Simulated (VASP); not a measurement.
# C: relaxation of cell and atoms with PBEsol

Crystal: C.

```
C
1.0
     1.22805   -2.12706    0.00000
     1.22805    2.12706    0.00000
     0.00000    0.00000    7.17327
C
4
Direct
  0.08338 0.91662 0.75314
  0.58338 0.41662 0.24686
  0.91662 0.08338 0.24686
  0.41662 0.58338 0.75314
```

```yaml
Program: VASP 6.6.1
Task: relaxation of cell and atoms
Functional: PBEsol
Potentials_or_basis: VASP PAW PBE potentials, release 64 (C)
Cutoff: 600 eV
k_mesh: 18 × 18 × 6
Occupations: gaussian, width 0.1 eV
Spin: no spin polarisation
Dipole_correction: no
Further_INCAR_settings: ALGO = Normal; EDIFF = 1e-06; IBRION = 2; EDIFFG = -0.005; NSW = 100; ISIF = 3
```

| Property | Result |
| --- | --- |
| Relaxed volume | 9.40 Å³/atom |
| Relaxed cell | a = 2.460 Å, b = 2.460 Å, c = 7.173 Å, α = 90.00°, β = 90.00°, γ = 119.99° |
| Space group after relaxing (to 0.1 Å) | Fmmm (No. 69) |
| Energy gained by relaxing | 0.2 meV/atom |
| Ionic steps | 5 |
| Pressure after relaxing | 0.0 GPa |
| Largest force after relaxing | 0.005 eV/Å |

Forces on the atoms (eV/Å):
```
C    0.000  0.002 -0.004
C    0.000  0.002  0.004
C    0.000 -0.002  0.004
C    0.000 -0.002 -0.004
```

The path:
| step | energy change (eV) | largest force (eV/Å) | pressure (GPa) | volume (Å³) |
| --- | --- | --- | --- | --- |
| 1 | 0.0000 | 0.0256 | 1.22 | 37.48 |
| 2 | 0.0030 | 0.1010 | -2.75 | 37.86 |
| 3 | -0.0007 | 0.0138 | 0.01 | 37.59 |
| 4 | -0.0006 | 0.0505 | -0.07 | 37.60 |
| 5 | -0.0007 | 0.0048 | -0.01 | 37.59 |

Final structure:
```
C
1.0
     1.23009   -2.13010    0.00000
     1.23009    2.13010    0.00000
     0.00000    0.00000    7.17331
C
4
Direct
  0.08332 0.91668 0.75312
  0.58332 0.41668 0.24688
  0.91668 0.08332 0.24688
  0.41668 0.58332 0.75312
```

It took 3.4 min on 1 thread of Intel(R) Xeon(R) Platinum 8488C (Sapphire Rapids), on a shared host, peak memory 0.27 GiB.

Caveat: this functional lacks dispersion, which binds layers or chains, so the pressure and a relaxed spacing across them are unreliable; the PAW data sets were made with another functional, which shifts forces and pressure a little.
